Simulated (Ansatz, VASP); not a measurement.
## ZnS: VASP beside Ansatz

File POSCAR:

```
ZnS
1.0
    3.8109987816      0.0000000000      0.0000000000
   -1.9054993908      3.3004217586      0.0000000000
    0.0000000000      0.0000000000      6.2340000000
Zn S
2 2
Direct
    0.3333333333      0.6666666667      0.0000000000
    0.6666666667      0.3333333333      0.5000000000
    0.2939735727      0.6666666667      0.3850000000
    0.6666666667      0.3333333333      0.8850000000
```

INCAR.step1

```
PREC = Accurate
ENCUT = 520
ISMEAR = 0
SIGMA = 0.05
LREAL = False
LASPH = True
NELM = 100
NBANDS = 26
GGA = PE
ALGO = Normal
EDIFF = 1E-4
LWAVE = True
LCHARG = False
```

Contents of INCAR.step2:

```
PREC = Accurate
ENCUT = 520
EDIFF = 1E-7
ISMEAR = 0
SIGMA = 0.05
LREAL = False
LASPH = True
NELM = 100
ALGO = Normal
ISIF = 2
LWAVE = False
LCHARG = True
METAGGA = R2SCAN
LMIXTAU = True
LELF = True
LVHAR = True
NBANDS = 26
ISTART = 1
```

File KPOINTS:

```
regular mesh
0
Gamma
  6 6 4
```

Input for Ansatz:

```yaml
crystal:
  lattice:
    - [3.8109987816, 0.0, 0.0]
    - [-1.9054993908, 3.3004217586, 0.0]
    - [0.0, 0.0, 6.234]
  atoms:
    - { symbol: Zn, position: [0.3333333333, 0.6666666667, 0.0] }
    - { symbol: Zn, position: [0.6666666667, 0.3333333333, 0.5] }
    - { symbol: S, position: [0.2939735727, 0.6666666667, 0.385] }
    - { symbol: S, position: [0.6666666667, 0.3333333333, 0.885] }
basis:
  ecutwfc: 500
kpoints:
  mp_grid: { grid: [6, 6, 4] }
hamiltonian:
  xc: r2scan
scf:
  occupations: { method: gaussian, width: 0.05 }
output:
  forces: true
  stress: true
  eigenvalues: true
```

Alike in both runs: task single point; functional r2SCAN; k mesh 6 × 6 × 4; occupations gaussian, width 0.05 eV; no spin polarisation.

```csv
,VASP,Ansatz
version,VASP 6.6.1,Ansatz 0.2.0
potentials or method,"VASP PAW PBE potentials, release 64 (Zn, S), cutoff 520 eV","scalar-relativistic, plane waves, PAW"
valence electrons in the cell,36,36
```

Ansatz gave:

| Property | Result |
| --- | --- |
| gap on the k mesh at the Fermi level (eV) | 2.78 |
| least direct gap on the mesh (eV) | 2.78 |
| pressure (GPa) | 0.6 |
| traceless stress, the component that is largest in VASP (GPa) | 2.25 |
| rms of the force components (eV/Å) | 0.509 |

Question: Estimate VASP's values.

Answer: gap on the k mesh at the Fermi level (eV): 2.79; least direct gap on the mesh (eV): 2.79; pressure (GPa): 0.7; traceless stress, the component that is largest in VASP (GPa): 2.27; rms of the force components (eV/Å): 0.512.

VASP's potentials were made for PBE, not for r2SCAN. Atom by atom the forces differ by 0.003 eV/Å (rms over components). With one functional, cell and mesh, what is left measures potentials, basis and numerics.
